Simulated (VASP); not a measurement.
Write the native input for VASP 6.6.1 that does the following.

```yaml
Task: single point
Functional: PBE
Potentials_or_basis: VASP PAW PBE potentials, release 64 (Cu)
Cutoff: 600 eV
k_mesh: 11 × 11 × 11
Occupations: fermi-dirac, width 0.1 eV
Spin: no spin polarisation
Dipole_correction: no
Further_INCAR_settings: ALGO = Normal; EDIFF = 1e-06; NBANDS = 12
```

The structure of Cu lies in POSCAR:

```
Cu
1.0
    0.0000000000      1.8312856224      1.8312856224
    1.8312856224      0.0000000000      1.8312856224
    1.8312856224      1.8312856224      0.0000000000
Cu
1
Direct
    0.0000000000      0.0000000000      0.0000000000
```

These files were run (other wordings do the same):

INCAR

```
SYSTEM = Cu
PREC = Accurate
ENCUT = 600
EDIFF = 1E-6
ISMEAR = -1
SIGMA = 0.1
LREAL = .False.
LASPH = .True.
NELM = 120
ALGO = Normal
ISIF = 2
LWAVE = .False.
LCHARG = .True.
GGA = PE
LELF = .True.
LVHAR = .True.
NBANDS = 12
GGA_COMPAT = .False.
```

KPOINTS

```
regular mesh
0
Gamma
  11 11 11
  0 0 0
```

Potentials or basis: VASP PAW PBE potentials, release 64 (Cu).

Command:

```console
$ cat potpaw_PBE.64/Cu/POTCAR > POTCAR
$ mpirun -np 1 vasp_std > vasp.out
```

It gave:

```json
{"Pressure": "-3.1 GPa"}
```

Wall time 16 s on 1 thread of Intel Xeon 8259CL, with other jobs on the host, peak memory 0.14 GiB.
